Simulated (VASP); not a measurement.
# Rb (Immm) in VASP: further runs

Rb is run at these levels: PBE; tasks: single point.

Everything below comes from runs of VASP 6.6.1. Logs are shortened: lines on timing, memory, paths and dates and some standing lists are left out, and cuts for length are marked.

## 1. The cell of the first run

Symmetry: Immm, No. 71, orthorhombic system. Conventional cell: a = 5.462 Å, b = 5.909 Å, c = 5.998 Å, α = 90.00°, β = 90.00°, γ = 90.00°.

## 2. Single point, PBE (strain +0.0150 x Voigt [0, 1, 0, 0, 0, 0])

INCAR reads:

```
  ALGO = Fast
  EDIFF = 1E-6
  ENCUT = 520
  GGA = PE
  ISIF = 2
  ISMEAR = 0
  LASPH = True
  LCHARG = False
  LREAL = False
  LWAVE = False
  NBANDS = 10
  NELM = 100
  PREC = Accurate
  SIGMA = 0.15
```

KPOINTS reads:

```
k-points
0
Gamma
  12 12 12
```

POSCAR reads:

```
Rb
1.0
   -2.9545118615      2.9988295394      2.7308451955
    2.9545118615     -2.9988295394      2.7308451955
    2.9545118615      2.9988295394     -2.7308451955
Rb
1
Direct
    0.0000000000      0.0000000000      0.0000000000
```

Potentials or basis: VASP PAW PBE potentials, release 64 (Rb_sv).

The run is started by

```bash
cat potpaw_PBE.64/Rb_sv/POTCAR > POTCAR
mpirun -np 1 vasp_std > vasp.out
```

OUTCAR:

```text
EDIFF = 1E-6
   ENCUT = 520
   GGA = PE
   ISIF = 2
   ISMEAR = 0
   LASPH = True
   LREAL = False
   NELM = 100
   PREC = Accurate

 ion  position               nearest neighbor table
   1  0.000  0.000  0.000-

  LATTYP: Found a body centered orthorhombic cell.
 ALAT       =     5.4616903910
 B/A-ratio  =     1.0819038246
 C/A-ratio  =     1.0981323820

  Lattice vectors:

 A1 = (   2.9545118615,  -2.9988295394,   2.7308451955)
 A2 = (  -2.9545118615,  -2.9988295394,  -2.7308451955)
 A3 = (   2.9545118615,   2.9988295394,  -2.7308451955)

Analysis of symmetry for initial positions (statically):
=====================================================================
 Subroutine PRICEL returns:
 Original cell was already a primitive cell.

 Routine SETGRP: Setting up the symmetry group for a
 body centered orthorhombic supercell.

 Subroutine GETGRP returns: Found  8 space group operations
 (whereof  8 operations were pure point group operations)
 out of a pool of  8 trial point group operations.

The static configuration has the point symmetry D_2h.

Analysis of symmetry for dynamics (positions and initial velocities):
=====================================================================
 Subroutine PRICEL returns:
 Original cell was already a primitive cell.

 Routine SETGRP: Setting up the symmetry group for a
 body centered orthorhombic supercell.

 Subroutine GETGRP returns: Found  8 space group operations
 (whereof  8 operations were pure point group operations)
 out of a pool of  8 trial point group operations.

The dynamic configuration has the point symmetry D_2h.

 Subroutine INISYM returns: Found  8 space group operations
 (whereof  8 operations are pure point group operations),
 and found     1 'primitive' translations

----------------------------------------------------------------------------------------

                                     Primitive cell

  volume of cell :      96.7820

  direct lattice vectors                    reciprocal lattice vectors
    -2.954511861  2.998829539  2.730845196     0.000000000  0.166731718  0.183093498
     2.954511861 -2.998829539  2.730845196     0.169232693  0.000000000  0.183093498
     2.954511861  2.998829539 -2.730845196     0.169232693  0.166731718  0.000000000

  length of vectors
     5.017931290  5.017931290  5.017931290     0.247634195  0.249324956  0.237569296

  position of ions in fractional coordinates (direct lattice)
     0.000000000  0.000000000  0.000000000

  ion indices of the primitive-cell ions
   primitive index   ion index
                 1           1

----------------------------------------------------------------------------------------

 KPOINTS: k-points

Automatic generation of k-mesh.
 Grid dimensions read from file:
 generate k-points for:   12   12   12

 Generating k-lattice:

  Cartesian coordinates                     Fractional coordinates (reciprocal lattice)
     0.000000000  0.013894310  0.015257792     0.083333333 -0.000000000  0.000000000
     0.014102724  0.000000000  0.015257792    -0.000000000  0.083333333  0.000000000
     0.014102724  0.013894310  0.000000000     0.000000000 -0.000000000  0.083333333

  Length of vectors
     0.020636183  0.020777080  0.019797441

  Shift w.r.t. Gamma in fractional coordinates (k-lattice)
     0.000000000  0.000000000  0.000000000

 Subroutine IBZKPT returns following result:
 ===========================================

 Found    280 irreducible k-points:

 Following reciprocal coordinates:
            Coordinates               Weight
  0.000000  0.000000  0.000000      1.000000
  0.083333  0.000000 -0.000000      4.000000
  0.166667  0.000000  0.000000      4.000000
  0.250000  0.000000  0.000000      4.000000
  0.333333 -0.000000  0.000000      4.000000
  0.416667  0.000000  0.000000      4.000000
[... 16 lines left out ...]
  0.250000  0.166667  0.000000      8.000000
  0.333333  0.166667  0.000000      8.000000
 [... further k-points ...]
   k-points           NKPTS =    280   k-points in BZ     NKDIM =    280   number of bands    NBANDS=     10
   number of dos      NEDOS =    301   number of ions     NIONS =      1
   total plane-waves  NPLWV =  64000
   dimension x,y,z NGX =    40 NGY =   40 NGZ =   40
   dimension x,y,z NGXF=    80 NGYF=   80 NGZF=   80
   ions per type =               1
   NGX,Y,Z   is equivalent  to a cutoff of  13.25, 13.25, 13.25 a.u.
   NGXF,Y,Z  is equivalent  to a cutoff of  26.50, 26.50, 26.50 a.u.
 SYSTEM =  unknown system
   PREC   = accura    normal or accurate (medium, high low for compatibility)
   ISTART =      0    job   : 0-new  1-cont  2-samecut
   ICHARG =      2    charge: 1-file 2-atom 10-const
   ISPIN  =      1    spin polarized calculation?
   LNONCOLLINEAR =      F non collinear calculations
   LSORBIT =      F    spin-orbit coupling
   LASPH  =      T    aspherical Exc in radial PAW
   ENCUT  =  520.0 eV  38.22 Ry    6.18 a.u.   9.33  9.33  9.33*2*pi/ulx,y,z
   NELM   =    100;   NELMIN=  2; NELMDL= -5     # of ELM steps
   EDIFF  = 0.1E-05   stopping-criterion for ELM
   LREAL  =      F    real-space projection
   EDIFFG = 0.1E-04   stopping-criterion for IOM
   NSW    =      0    number of steps for IOM
   IBRION =     -1    ionic relax: 0-MD 1-quasi-New 2-CG
   NFREE  =      0    steps in history (QN), initial steepest desc. (CG)
   ISIF   =      2    stress and relaxation
   ISYM   =      2    0-nonsym 1-usesym 2-fastsym
   POTIM  = 0.5000    time-step for ionic-motion
   TEBEG  =    0.0;   TEEND  =   0.0 temperature during run
   PSTRESS=    0.0 pullay stress
   NELECT =       9.0000    total number of electrons
   NUPDOWN=      -1.0000    fix difference up-down
   EMIN   =  10.00;   EMAX   =-10.00  energy-range for DOS
   EFERMI =   0.00;   METHOD = LEGACY
   ISMEAR =     0;   SIGMA  =   0.15  broadening in eV -4-tet -1-fermi 0-gaus
   EFERMI_NEDOS =   21; number of points for ismear=-14 and -15
   IALGO  =     68    algorithm
   IMIX   =      4    mixing-type and parameters
     AMIX     =   0.40;   BMIX     =  1.00
     AMIX_MAG =   1.60;   BMIX_MAG =  1.00
  volume/ion in A,a.u.               =      96.78       653.12
  Fermi-wavevector in a.u.,A,eV,Ry     =   0.741693  1.401596  7.484679  0.550108
  Thomas-Fermi vector in A             =   1.836394
   LORBIT       =      0    0 simple, 1 ext, 2 COOP (PROOUT), +10 PAW based schemes
   GGA     = PE    functional components
   LHFCALC =     F    Hartree Fock is set to
   AEXX    =    0.0000 exact exchange contribution
   IVDW    =     0    specifies the selected vdW correction
   LEPSILON=     F    determine dielectric tensor
   LRPA    =     F    only Hartree local field effects (RPA)
 non-spin polarized calculation
 RMM-DIIS sequential band-by-band and
 Gauss-broadening in eV      SIGMA  =   0.15
  energy-cutoff  :      520.00
  volume of cell :       96.78
 maximum number of plane-waves:      2624
 NGX is ok and might be reduce to    40
   NGX = 19   NGY = 19   NGZ = 19

 number of electron       9.0000000 magnetization

 Free energy of the ion-electron system (eV)
  ---------------------------------------------------
  ext. energy  EPLUGINS =         0.00000000
  ---------------------------------------------------
  free energy    TOTEN  =        -0.93751489 eV

  energy without entropy =       -0.92677488  energy(sigma->0) =       -0.93214488

 E-fermi :  -0.1246     XC(G=0):  -5.3202

 val. band max:       -0.1280495852   @ k =   0.3333   0.0833   0.0833
 cond. band min:      -0.1221915397   @ k =  -0.0833  -0.4167   0.0833
 fundamental gap:      0.0058580455
 Fermi energy:        -0.1246219400

 k-point     1 :       0.0000    0.0000    0.0000
  band No.  band energies     occupation
      1     -29.0586      2.00000
      2     -13.1064      2.00000
      3     -13.1063      2.00000
      4     -13.1057      2.00000
      5      -2.0126      2.00000
      6       3.2295      0.00000
      7       3.6353      0.00000
      8       3.6994      0.00000
      9       4.0889      0.00000
     10       4.6859      0.00000

 k-point     2 :       0.0833    0.0000   -0.0000
  band No.  band energies     occupation
      1     -29.0584      2.00000
      2     -13.1113      2.00000
      3     -13.1081      2.00000
      4     -13.1062      2.00000
      5      -1.9328      2.00000
      6       3.2039      0.00000
      7       3.4882      0.00000
      8       3.6666      0.00000
      9       4.0523      0.00000
     10       4.5312      0.00000

 k-point     3 :       0.1667    0.0000    0.0000
  band No.  band energies     occupation
      1     -29.0578      2.00000
      2     -13.1256      2.00000
      3     -13.1130      2.00000
      4     -13.1067      2.00000
      5      -1.6981      2.00000
      6       2.9961      0.00000
      7       3.0315      0.00000
      8       3.7617      0.00000
      9       4.1085      0.00000
     10       4.3714      0.00000

 k-point     4 :       0.2500    0.0000    0.0000
  band No.  band energies     occupation
      1     -29.0570      2.00000
      2     -13.1450      2.00000
      3     -13.1196      2.00000
      4     -13.1074      2.00000
      5      -1.3221      2.00000
      6       2.3724      0.00000
      7       2.7720      0.00000
      8       4.0565      0.00000
      9       4.2424      0.00000
     10       4.3135      0.00000

 k-point     5 :       0.3333   -0.0000    0.0000
  band No.  band energies     occupation
      1     -29.0563      2.00000
      2     -13.1641      2.00000
      3     -13.1262      2.00000
      4     -13.1081      2.00000
      5      -0.8291      2.00000
      6       1.7422      0.00000
      7       2.5465      0.00000
      8       4.2574      0.00000
      9       4.3894      0.00000
     10       4.4870      0.00000

 k-point     6 :       0.4167    0.0000    0.0000
  band No.  band energies     occupation
      1     -29.0557      2.00000
      2     -13.1780      2.00000
      3     -13.1311      2.00000
      4     -13.1086      2.00000
      5      -0.2608      1.80090
      6       1.1229      0.00000
      7       2.4007      0.00000
      8       4.1008      0.00000
      9       4.5865      0.00000
     10       5.0068      0.00000
[... 183 lines left out ...]
 k-point    21 :       0.0833    0.1667    0.0000
  band No.  band energies     occupation
      1     -29.0573      2.00000
      2     -13.1382      2.00000
      3     -13.1157      2.00000
      4     -13.1097      2.00000
      5      -1.4514      2.00000
      6       2.6854      0.00000
      7       2.7790      0.00000
      8       3.8190      0.00000
      9       4.1154      0.00000
     10       4.4365      0.00000

 k-point    22 :       0.1667    0.1667    0.0000
  band No.  band energies     occupation
      1     -29.0566      2.00000
      2     -13.1532      2.00000
      3     -13.1203      2.00000
      4     -13.1135      2.00000
      5      -1.0722      2.00000
      6       2.2578      0.00000
      7       2.4530      0.00000
      8       4.0034      0.00000
      9       4.0393      0.00000
     10       4.7607      0.00000

 k-point    23 :       0.2500    0.1667    0.0000
  band No.  band energies     occupation
      1     -29.0559      2.00000
      2     -13.1662      2.00000
      3     -13.1284      2.00000
      4     -13.1149      2.00000
      5      -0.5782      1.99998
      6       1.7285      0.00000
      7       2.2175      0.00000
      8       3.9536      0.00000
      9       4.2008      0.00000
     10       5.0277      0.00000

 k-point    24 :       0.3333    0.1667    0.0000
  band No.  band energies     occupation
      1     -29.0555      2.00000
      2     -13.1744      2.00000
      3     -13.1357      2.00000
      4     -13.1151      2.00000
      5      -0.0073      0.26866
      6       1.1623      0.00000
      7       2.0610      0.00000
      8       3.7646      0.00000
      9       4.3924      0.00000
     10       5.1946      0.00000

 [... further k-points ...]

------------------------ aborting loop because EDIFF is reached ----------------------------------------

  FORCE on cell =-STRESS in cart. coord.  units (eV):
  Direction    XX          YY          ZZ          XY          YZ          ZX
  --------------------------------------------------------------------------------------
  -------------------------------------------------------------------------------------
  Total       -0.0981539     -0.0977193     -0.0716523      0.0000000      0.0000000      0.0000000
  in kB       -1.6248883     -1.6176942     -1.1861670      0.0000000      0.0000000      0.0000000
  external PRESSURE =      -1.4762498 kB  Pullay stress =       0.0000000 kB

 VOLUME and BASIS-vectors are now :
 -----------------------------------------------------------------------------
  energy-cutoff  :      520.00
  volume of cell :       96.78
      direct lattice vectors                 reciprocal lattice vectors
    -2.954511861  2.998829539  2.730845196     0.000000000  0.166731718  0.183093498
     2.954511861 -2.998829539  2.730845196     0.169232693  0.000000000  0.183093498
     2.954511861  2.998829539 -2.730845196     0.169232693  0.166731718  0.000000000

 POSITION                                       TOTAL-FORCE (eV/Angst)
 -----------------------------------------------------------------------------------
      0.00000      0.00000      0.00000         0.000000     -0.000000     -0.000000
 -----------------------------------------------------------------------------------
    total drift:                               -0.000000     -0.000000      0.000000

  FREE ENERGIE OF THE ION-ELECTRON SYSTEM (eV)
  ---------------------------------------------------
  free  energy   TOTEN  =        -0.9375148858 eV

  energy  without entropy=       -0.9267748784  energy(sigma->0) =       -0.93214488
```

Wall time 6 min (1 thread of AMD EPYC 9755, shared host); peak memory 0.39 GiB.

What came out:

| Property | Result |
| --- | --- |
| Free energy | -0.9375 eV |
| Pressure | -0.1 GPa |
| Band gap on the k mesh | zero (an odd number of electrons rules out a gap without spin polarisation) |

Levels at points of the mesh, in eV from the Fermi level:
```
           k point  band 3  band 4  band 5  band 6  band 7  band 8
(0.00, 0.00, 0.00)  -12.98  -12.98   -1.89    3.35    3.76    3.82
(0.50, 0.00, 0.00)  -13.01  -12.98    0.30    0.80    2.48    4.13
(0.00, 0.50, 0.00)  -13.01  -12.98    0.33    0.83    2.41    4.19
(0.50, 0.50, 0.00)  -13.00  -12.98    0.14    0.62    2.89    3.95
(0.50, 0.50, 0.50)  -13.04  -13.03    1.19    1.39    2.77    2.90
```

Caveat: the cell differs from its parent crystal (strain +0.0150 x Voigt [0, 1, 0, 0, 0, 0]).

## 3. Single point, PBE (strain +0.0300 x Voigt [0, 1, 0, 0, 0, 0])

INCAR reads:

```
SYSTEM = Rb
PREC = Accurate
ENCUT = 520
EDIFF = 1E-7
ISMEAR = 0
SIGMA = 0.15
LREAL = .FALSE.
LASPH = .TRUE.
NELM = 60
ALGO = Fast
ISIF = 2
LWAVE = .FALSE.
LCHARG = .TRUE.
GGA = PE
LELF = .TRUE.
LVHAR = .TRUE.
NBANDS = 10
```

KPOINTS reads:

```
Automatic mesh
0
G
  12 12 12
  0 0 0
```

POSCAR reads:

```
Rb
1.0
   -2.9545118615      3.0431472173      2.7308451955
    2.9545118615     -3.0431472173      2.7308451955
    2.9545118615      3.0431472173     -2.7308451955
Rb
1
Direct
    0.0000000000      0.0000000000      0.0000000000
```

Potentials or basis: VASP PAW PBE potentials, release 64 (Rb_sv).

The run is started by

```bash
cat potpaw_PBE.64/Rb_sv/POTCAR > POTCAR
mpirun -np 1 vasp_std > vasp.out
```

OUTCAR:

```text
SYSTEM = Rb
   PREC = Accurate
   ENCUT = 520
   EDIFF = 1E-7
   ISMEAR = 0
   LREAL = .FALSE.
   LASPH = .TRUE.
   NELM = 60
   ISIF = 2
   GGA = PE

 ion  position               nearest neighbor table
   1  0.000  0.000  0.000-

  LATTYP: Found a body centered orthorhombic cell.
 ALAT       =     5.4616903910
 B/A-ratio  =     1.0819038246
 C/A-ratio  =     1.1143609394

  Lattice vectors:

 A1 = (   2.9545118615,  -3.0431472173,   2.7308451955)
 A2 = (  -2.9545118615,  -3.0431472173,  -2.7308451955)
[... 493 lines left out ...]
     10       5.1533      0.00000

 [... further k-points ...]

------------------------ aborting loop because EDIFF is reached ----------------------------------------

  FORCE on cell =-STRESS in cart. coord.  units (eV):
  Direction    XX          YY          ZZ          XY          YZ          ZX
  --------------------------------------------------------------------------------------
  -------------------------------------------------------------------------------------
  Total       -0.1185961     -0.1169217     -0.0882513      0.0000000      0.0000000     -0.0000000
  in kB       -1.9347064     -1.9073917     -1.4396794      0.0000000      0.0000000     -0.0000000
  external PRESSURE =      -1.7605925 kB  Pullay stress =       0.0000000 kB

 VOLUME and BASIS-vectors are now :
 -----------------------------------------------------------------------------
  energy-cutoff  :      520.00
  volume of cell :       98.21
      direct lattice vectors                 reciprocal lattice vectors
    -2.954511861  3.043147217  2.730845196     0.000000000  0.164303586  0.183093498
     2.954511861 -3.043147217  2.730845196     0.169232693  0.000000000  0.183093498
     2.954511861  3.043147217 -2.730845196     0.169232693  0.164303586  0.000000000

 POSITION                                       TOTAL-FORCE (eV/Angst)
 -----------------------------------------------------------------------------------
      0.00000      0.00000      0.00000         0.000000      0.000000      0.000000
 -----------------------------------------------------------------------------------
    total drift:                               -0.000000     -0.000000      0.000000

  FREE ENERGIE OF THE ION-ELECTRON SYSTEM (eV)
  ---------------------------------------------------
  free  energy   TOTEN  =        -0.9359574386 eV

  energy  without entropy=       -0.9251911277  energy(sigma->0) =       -0.93057428
```

stdout:

```text
POSCAR found type information on POSCAR Rb
 POSCAR found :  1 types and       1 ions
 scaLAPACK will be used
 LDA part: xc-table for (Slater+PW92), standard interpolation
 POSCAR, INCAR and KPOINTS ok, starting setup
 FFT: planning ... GRIDC
 FFT: planning ... GRID_SOFT
 FFT: planning ... GRID
 WAVECAR not read
 entering main loop
WARNING in EDDRMM: call to ZHEGV failed, returncode =   6  3      9
WARNING in EDDRMM: call to ZHEGV failed, returncode =   6  3      5
WARNING in EDDRMM: call to ZHEGV failed, returncode =   6  3      8
WARNING in EDDRMM: call to ZHEGV failed, returncode =   6  3      7
WARNING in EDDRMM: call to ZHEGV failed, returncode =   8  4      8
WARNING in EDDRMM: call to ZHEGV failed, returncode =   6  3      7
WARNING in EDDRMM: call to ZHEGV failed, returncode =   8  4      7
WARNING in EDDRMM: call to ZHEGV failed, returncode =   8  4      5
WARNING in EDDRMM: call to ZHEGV failed, returncode =   6  3      5
WARNING in EDDRMM: call to ZHEGV failed, returncode =   8  4      7
WARNING in EDDRMM: call to ZHEGV failed, returncode =   8  4      5
```

Wall time 6.5 min (1 thread of AMD EPYC 9755, shared host); peak memory 0.38 GiB.

Results:

| Property | Result |
| --- | --- |
| Free energy | -0.9360 eV |
| Pressure | -0.2 GPa |
| Band gap on the k mesh | zero (an odd number of electrons rules out a gap without spin polarisation) |

Caveat: the cell differs from its parent crystal (strain +0.0300 x Voigt [0, 1, 0, 0, 0, 0]).
